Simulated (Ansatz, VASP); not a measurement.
## Two plane-wave programs on TePb

POSCAR

```
TePb
1.0
    0.0435711580      3.3114080100      3.3114080100
    3.3114080100      0.0435711580      3.3114080100
    3.3114080100      3.3114080100      0.0435711580
Pb Te
1 1
Direct
    0.0000000000      0.0000000000      0.0000000000
    0.5000000000      0.5000000000      0.5000000000
```

File INCAR.step1:

```
ALGO = Normal ; EDIFF = 1E-5
ENCUT = 400 ; GGA = PE
GGA_COMPAT = F ; ISIF = 2
ISMEAR = 0 ; KPAR = 4
LASPH = T ; LCHARG = F
LREAL = F ; LWAVE = T
NBANDS = 17 ; NELM = 120
PREC = Accurate ; SIGMA = 0.01
```

Contents of INCAR.step2:

```
ALGO = Normal ; EDIFF = 1E-6
ENCUT = 400 ; GGA = PE
GGA_COMPAT = F ; HFSCREEN = 0.2079
ISIF = 2 ; ISMEAR = 0
ISTART = 1 ; KPAR = 4
LASPH = T ; LCHARG = F
LHFCALC = T ; LREAL = F
LWAVE = F ; NBANDS = 17
NELM = 120 ; PREC = Accurate
PRECFOCK = Normal ; SIGMA = 0.01
```

File KPOINTS:

```
k-points
0
Gamma
  6 6 6
```

Input for Ansatz:

```yaml
crystal:
  lattice:
    - [0.043571158, 3.31140801, 3.31140801]
    - [3.31140801, 0.043571158, 3.31140801]
    - [3.31140801, 3.31140801, 0.043571158]
  atoms:
    - { symbol: Pb, position: [0.0, 0.0, 0.0] }
    - { symbol: Te, position: [0.5, 0.5, 0.5] }
kpoints:
  mp_grid: { grid: [6, 6, 6] }
  band_path:
    path:
      - [0.0, 0.0, 0.0]
      - [0.5, 0.0, 0.5]
      - [0.625, 0.25, 0.625]
      - [0.375, 0.375, 0.75]
      - [0.5, 0.5, 0.5]
      - [0.5, 0.25, 0.75]
      - [0.0, 0.0, 0.5]
    npoints: 1
hamiltonian:
  xc: hse06
scf:
  occupations: { method: fixed }
  n_extra_bands: 4
output:
  forces: true
  stress: true
  eigenvalues: true
```

Change from the starting cell: shear_111 strain +2.0%.

Alike in both runs: task single point; functional HSE06; k mesh 6 × 6 × 6; no spin polarisation.

|  | VASP | Ansatz |
| --- | --- | --- |
| version | VASP 6.6.1 | Ansatz 0.2.0 |
| potentials or method | VASP PAW PBE potentials, release 64 (Pb_d, Te) | plane waves, PAW |
| plane-wave cutoff (eV) | 400 | 420 |
| occupations | gaussian, width 0.01 eV | fixed |
| valence electrons in the cell | 20 | 30 |

VASP gave:

```
gap on the k mesh at the Fermi level (eV)                     : 1.08
pressure (GPa)                                                : -1.3
traceless stress, the component that is largest in VASP (GPa) : -0.21
```

Question: Which values does Ansatz return?

Answer: gap on the k mesh at the Fermi level (eV): 1.11; pressure (GPa): -1.1; traceless stress, the component that is largest in VASP (GPa): -0.21.

VASP's potentials hold 20 valence electrons a cell and Ansatz's 30, so a difference there can come from the potentials and not from the codes. Ansatz's warnings: stress exchange threshold loose, stress scf threshold loose.

Spin-orbit coupling is off throughout.
